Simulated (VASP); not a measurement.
## SnO2: single point with r2SCAN

The system is SnO2.

```
Sn O
1.0
     3.23058    0.00000    0.00000
    -1.61529    2.79776    0.00000
     0.00000    0.00000   10.79056
Sn O
2 4
Direct
  0.00000 0.00000 0.50000
  0.00000 0.00000 0.00000
  0.66667 0.33333 0.40586
  0.66667 0.33333 0.09414
  0.33333 0.66667 0.59414
  0.33333 0.66667 0.90586
```

```
Program                : VASP 6.6.1
Task                   : single point
Functional             : r2SCAN
Potentials or basis    : VASP PAW PBE potentials, release 64 (Sn_d, O)
Cutoff                 : 520 eV
k mesh                 : 12 × 12 × 2
Occupations            : gaussian, width 0.01 eV
Spin                   : no spin polarisation
Dipole correction      : no
Further INCAR settings : ALGO = Normal; EDIFF = 1e-06; NBANDS = 35
```

```yaml
Pressure: -5.3 GPa
Largest_force: 0.552 eV/Å
Band_gap_on_the_k_mesh: 2.60 eV (least direct gap 3.00 eV)
```

Forces in eV/Å, atoms in the order of the input:
```
Sn   0.000  0.000  0.000
Sn   0.000  0.000  0.000
O    0.000  0.000  0.552
O    0.000  0.000 -0.552
O    0.000  0.000 -0.552
O    0.000  0.000  0.552
```

Stress tensor (GPa, compression positive):
```
-6.12  0.00  0.00
 0.00 -6.12  0.00
 0.00  0.00 -3.56
```

Levels at points of the mesh, in eV from the valence-band top:
| k point | band 24 | band 25 | band 26 | band 27 | band 28 | band 29 |
| --- | --- | --- | --- | --- | --- | --- |
| (0.00, 0.00, 0.00) | -0.86 | -0.86 | -0.40 | 2.60 | 3.32 | 6.07 |
| (0.50, 0.00, 0.00) | -0.50 | -0.46 | -0.09 | 5.78 | 5.92 | 7.69 |
| (0.00, 0.00, 0.50) | -0.88 | -0.71 | -0.71 | 2.96 | 2.96 | 6.30 |
| (0.50, 0.00, 0.50) | -0.52 | -0.26 | -0.26 | 5.85 | 5.85 | 7.99 |

Run time: 4.8 min on 1 thread of Intel(R) Xeon(R) Platinum 8488C (Sapphire Rapids) (shared host), peak memory 0.28 GiB.

Caveat: the cell stands under tension; the PAW data sets were made with another functional, which shifts forces and pressure a little; spin-orbit coupling is left out, which moves the levels of the heavy elements. A k mesh can miss the band edges.
